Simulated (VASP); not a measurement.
# Mg (P6_3/mmc) in VASP: a series of runs, part 2 of 2

VASP 6.6.1. The steps go on from the part before.

## Step 4: Single point, LDA

File INCAR:

```
SYSTEM = Mg
PREC = Accurate
ENCUT = 520
EDIFF = 1E-7
ISMEAR = 0
SIGMA = 1.0
LREAL = .False.
LASPH = .True.
NELM = 80
ALGO = Normal
ISIF = 2
LWAVE = .False.
LCHARG = .False.
GGA = CA
NBANDS = 9
```

File KPOINTS:

```
regular mesh
0
Gamma
  12 12 6
  0 0 0
```

File POSCAR:

```
Mg
1.0
    3.1325008903      0.0000000000      0.0000000000
   -1.5662504451      2.7128253484      0.0000000000
    0.0000000000      0.0000000000      5.0848940941
Mg
2
Direct
    0.3333333333      0.6666666667      0.2500000000
    0.6666666667      0.3333333333      0.7500000000
```

Potentials or basis: VASP PAW LDA potentials, release 64 (Mg).

Run with:

```sh
cat potpaw_LDA.64/Mg/POTCAR > POTCAR
mpirun -np 1 vasp_std > vasp.out
```

OUTCAR:

```text
SYSTEM = Mg
   PREC = Accurate
   ENCUT = 520
   EDIFF = 1E-7
   ISMEAR = 0
   LREAL = .False.
   LASPH = .True.
   NELM = 80
   ISIF = 2
   GGA = CA

 ion  position               nearest neighbor table
   1  0.333  0.667  0.250-   2 3.12   2 3.12   2 3.12   2 3.12   2 3.12   2 3.12
   2  0.667  0.333  0.750-   1 3.12   1 3.12   1 3.12   1 3.12   1 3.12   1 3.12

  LATTYP: Found a hexagonal cell.
 ALAT       =     3.1325008903
 C/A-ratio  =     1.6232698001

  Lattice vectors:

 A1 = (   3.1325008903,   0.0000000000,   0.0000000000)
 A2 = (  -1.5662504451,   2.7128253484,   0.0000000000)
 A3 = (   0.0000000000,   0.0000000000,   5.0848940941)

Analysis of symmetry for initial positions (statically):
=====================================================================
 Subroutine PRICEL returns:
 Original cell was already a primitive cell.

 Routine SETGRP: Setting up the symmetry group for a
 hexagonal supercell.

 Subroutine GETGRP returns: Found 24 space group operations
 (whereof 12 operations were pure point group operations)
 out of a pool of 24 trial point group operations.

The static configuration has the point symmetry D_3d.
 The point group associated with its full space group is D_6h.

Analysis of symmetry for dynamics (positions and initial velocities):
=====================================================================
 Subroutine PRICEL returns:
 Original cell was already a primitive cell.

 Routine SETGRP: Setting up the symmetry group for a
 hexagonal supercell.

 Subroutine GETGRP returns: Found 24 space group operations
 (whereof 12 operations were pure point group operations)
 out of a pool of 24 trial point group operations.

The dynamic configuration has the point symmetry D_3d.
 The point group associated with its full space group is D_6h.

 Subroutine INISYM returns: Found 24 space group operations
 (whereof 12 operations are pure point group operations),
 and found     1 'primitive' translations

[... 115 lines left out ...]
  volume/ion in A,a.u.               =      21.61       145.80
  Fermi-wavevector in a.u.,A,eV,Ry     =   0.740565  1.399465  7.461932  0.548437
  Thomas-Fermi vector in A             =   1.834998
   LORBIT       =      0    0 simple, 1 ext, 2 COOP (PROOUT), +10 PAW based schemes
   GGA     = CA    functional components
   LHFCALC =     F    Hartree Fock is set to
   AEXX    =    0.0000 exact exchange contribution
   IVDW    =     0    specifies the selected vdW correction
   LEPSILON=     F    determine dielectric tensor
   LRPA    =     F    only Hartree local field effects (RPA)
 non-spin polarized calculation
 Gauss-broadening in eV      SIGMA  =   1.00
  energy-cutoff  :      520.00
  volume of cell :       43.21
 maximum number of plane-waves:      1182
 NGX is ok and might be reduce to    24
   NGX = 11   NGY = 11   NGZ = 19

 number of electron       4.0000000 magnetization

 Free energy of the ion-electron system (eV)
  ---------------------------------------------------
  ext. energy  EPLUGINS =         0.00000000
  ---------------------------------------------------
  free energy    TOTEN  =        -3.82434301 eV

  energy without entropy =       -3.41225487  energy(sigma->0) =       -3.61829894

 E-fermi :   2.7713     XC(G=0):  -8.8771

 val. band max:        2.7396510583   @ k =   0.4167   0.1667   0.5000
 cond. band min:       2.9879240705   @ k =   0.3333   0.3333   0.5000
 fundamental gap:      0.2482730122
 Fermi energy:         2.7712615659

 k-point     1 :       0.0000    0.0000    0.0000
  band No.  band energies     occupation
      1      -4.3926      2.00000
      2       1.0414      1.98557
      3       1.5195      1.92331
      4      14.0391      0.00000
      5      14.0391      0.00000
      6      14.2054      0.00000
      7      14.2054      0.00000
      8      14.9619      0.00000
      9      16.7319      0.00000
[... 265 lines left out ...]
 k-point    24 :       0.3333    0.0000    0.1667
  band No.  band energies     occupation
      1      -1.9874      2.00000
      2       1.6914      1.87329
      3       4.3612      0.02454
      4       5.6206      0.00006
      5       8.0110      0.00000
      6      10.5161      0.00000
      7      10.7791      0.00000
      8      12.6913      0.00000
      9      13.7167      0.00000

 [... further k-points ...]
[... 5 lines left out ...]
  --------------------------------------------------------------------------------------
  -------------------------------------------------------------------------------------
  Total        0.0675082      0.0675082      0.0580821      0.0000000      0.0000000      0.0000000
  in kB        2.5030648      2.5030648      2.1535636      0.0000000      0.0000000      0.0000000
  external PRESSURE =       2.3865644 kB  Pullay stress =       0.0000000 kB

 VOLUME and BASIS-vectors are now :
 -----------------------------------------------------------------------------
  energy-cutoff  :      520.00
  volume of cell :       43.21
      direct lattice vectors                 reciprocal lattice vectors
     3.132500890  0.000000000  0.000000000     0.319233748  0.184309690  0.000000000
    -1.566250445  2.712825348  0.000000000     0.000000000  0.368619381  0.000000000
     0.000000000  0.000000000  5.084894094     0.000000000  0.000000000  0.196660930

 POSITION                                       TOTAL-FORCE (eV/Angst)
 -----------------------------------------------------------------------------------
     -0.00000      1.80855      1.27122         0.000000     -0.000000      0.000000
      1.56625      0.90428      3.81367        -0.000000      0.000000      0.000000
 -----------------------------------------------------------------------------------
    total drift:                               -0.000000      0.000000     -0.000000

  FREE ENERGIE OF THE ION-ELECTRON SYSTEM (eV)
  ---------------------------------------------------
  free  energy   TOTEN  =        -3.8243430088 eV

  energy  without entropy=       -3.4122548699  energy(sigma->0) =       -3.61829894
```

OSZICAR:

```text
N       E                     dE             d eps       ncg     rms          rms(c)
DAV:   1    -0.109195912093E+01   -0.10920E+01   -0.13784E+03  1368   0.326E+02
DAV:   2    -0.380956606337E+01   -0.27176E+01   -0.26075E+01  1895   0.271E+01
DAV:   3    -0.384501132119E+01   -0.35445E-01   -0.35161E-01  1761   0.261E+00
DAV:   4    -0.384510384269E+01   -0.92522E-04   -0.92514E-04  1788   0.132E-01
DAV:   5    -0.384510421605E+01   -0.37336E-06   -0.37334E-06  1695   0.782E-03    0.922E-01
DAV:   6    -0.383347352212E+01    0.11631E-01   -0.58519E-04  1590   0.132E-01    0.586E-01
DAV:   7    -0.382435208106E+01    0.91214E-02   -0.20162E-03  1420   0.241E-01    0.295E-02
DAV:   8    -0.382434387118E+01    0.82099E-05   -0.17319E-05  1973   0.214E-02    0.620E-03
DAV:   9    -0.382434302406E+01    0.84712E-06   -0.58427E-07  1524   0.357E-03    0.567E-04
DAV:  10    -0.382434300881E+01    0.15258E-07   -0.24509E-09  1044   0.321E-04
   1 F= -.38243430E+01 E0= -.36182989E+01  d E =-.412088E+00
```

Wall time 22 s (1 thread of Intel Xeon 8259CL, shared host); peak memory 0.15 GiB.

What came out:

```yaml
Free_energy: -3.8243 eV
Pressure: 0.2 GPa
Band_gap_on_the_k_mesh: zero (band 2 reaches 3.81 eV, above the bottom of band 3 at 1.52 eV)
```

## Step 5: Single point, LDA, non-collinear spin, zero start, spin-orbit coupling

File INCAR:

```
PREC = Accurate
ENCUT = 520
EDIFF = 1E-6
ISMEAR = -1
SIGMA = 0.1
LREAL = False
LASPH = True
NELM = 150
ALGO = Normal
ISIF = 2
LWAVE = False
LCHARG = False
MAGMOM = 0 0 0 0 0 0
LORBIT = 11
LSORBIT = True
GGA_COMPAT = False
LORBMOM = True
GGA = CA
NBANDS = 16
```

File KPOINTS:

```
Automatic mesh
0
Gamma
  12 12 6
```

File POSCAR:

```
Mg
1.0
    3.1325008920      0.0000000000      0.0000000000
   -1.5662504460      2.7128253499      0.0000000000
    0.0000000000      0.0000000000      5.0848940273
Mg
2
Direct
    0.3333333333      0.6666666667      0.2500000000
    0.6666666667      0.3333333333      0.7500000000
```

Potentials or basis: VASP PAW LDA potentials, release 64 (Mg).

Run with:

```sh
cat potpaw_LDA.64/Mg/POTCAR > POTCAR
mpirun -np 1 vasp_ncl > vasp.out
```

OUTCAR:

```text
PREC = Accurate
   ENCUT = 520
   EDIFF = 1E-6
   ISMEAR = -1
   LREAL = False
   LASPH = True
   NELM = 150
   ISIF = 2
   LORBIT = 11
   LSORBIT = True
   GGA = CA

 ion  position               nearest neighbor table
   1  0.333  0.667  0.250-   2 3.12   2 3.12   2 3.12   2 3.12   2 3.12   2 3.12
   2  0.667  0.333  0.750-   1 3.12   1 3.12   1 3.12   1 3.12   1 3.12   1 3.12

  LATTYP: Found a hexagonal cell.
 ALAT       =     3.1325008920
 C/A-ratio  =     1.6232697779

  Lattice vectors:

 A1 = (   3.1325008920,   0.0000000000,   0.0000000000)
 A2 = (  -1.5662504460,   2.7128253499,   0.0000000000)
[... 753 lines left out ...]
     0.0000000     0.0000000     0.0000000     0.0000000     0.0000000
     0.0000000     0.0000000     0.0000000     0.0000000     0.0000000
 l=   3
     0.0000000     0.0000000     0.0000000     0.0000000     0.0000000     0.0000000     0.0000000
     0.0000000     0.0000000     0.0000000     0.0000000     0.0000000     0.0000000     0.0000000
     0.0000000     0.0000000     0.0000000     0.0000000     0.0000000     0.0000000     0.0000000
     0.0000000     0.0000000     0.0000000     0.0000000     0.0000000     0.0000000     0.0000000
     0.0000000     0.0000000     0.0000000     0.0000000     0.0000000     0.0000000     0.0000000
     0.0000000     0.0000000     0.0000000     0.0000000     0.0000000     0.0000000     0.0000000
     0.0000000     0.0000000     0.0000000     0.0000000     0.0000000     0.0000000     0.0000000

 total charge

# of ion       s       p       d       tot
------------------------------------------
    1        0.221   0.141   0.013   0.375
    2        0.221   0.141   0.013   0.375
--------------------------------------------------
tot          0.442   0.282   0.026   0.750

 magnetization (x)

# of ion       s       p       d       tot
------------------------------------------
    1        0.000   0.000   0.000   0.000
    2        0.000   0.000   0.000   0.000
--------------------------------------------------
tot          0.000   0.000   0.000   0.000

 magnetization (y)

# of ion       s       p       d       tot
------------------------------------------
    1        0.000  -0.000   0.000   0.000
    2        0.000  -0.000  -0.000  -0.000
--------------------------------------------------
tot          0.000  -0.000   0.000  -0.000

 magnetization (z)

# of ion       s       p       d       tot
------------------------------------------
    1        0.000   0.000   0.000   0.000
    2        0.000   0.000   0.000   0.000
--------------------------------------------------
tot          0.000   0.000   0.000   0.000
```

Wall time 1.9 min (1 thread of Intel Xeon 8259CL, shared host); peak memory 0.25 GiB.

What came out:

- Free energy: -3.6375 eV
- Pressure: -0.3 GPa
- Net moment: 0.00 μB per cell
- Valence electrons inside the program's atomic spheres: Mg 0.38

Stress tensor (GPa, compression positive):
```
-0.08  0.00  0.00
 0.00 -0.08  0.00
 0.00  0.00 -0.69
```

Moments on the atoms (μB; x, y, z):
```
Mg  0.00 0.00 0.00
Mg  0.00 0.00 0.00
```

## Step 6: Summary

```tsv
spin	smearing	gap on the mesh (eV)	pressure (GPa)
off	gaussian 0.3 eV	none	-0.3
off	gaussian 0.6 eV	none	-0.1
off	gaussian 1 eV	none	0.2
non-collinear, zero start, SOC	fermi-dirac 0.1 eV	-	-0.3
```

Alike in all rows: task single point; level LDA; potentials or basis VASP PAW LDA potentials, release 64 (Mg); cell as given; k mesh 12 × 12 × 6; cutoff (eV) 520.

Every run on the cell as given and a fine mesh finds a metal.

Absolute energies hang on the potentials; compare differences alone.
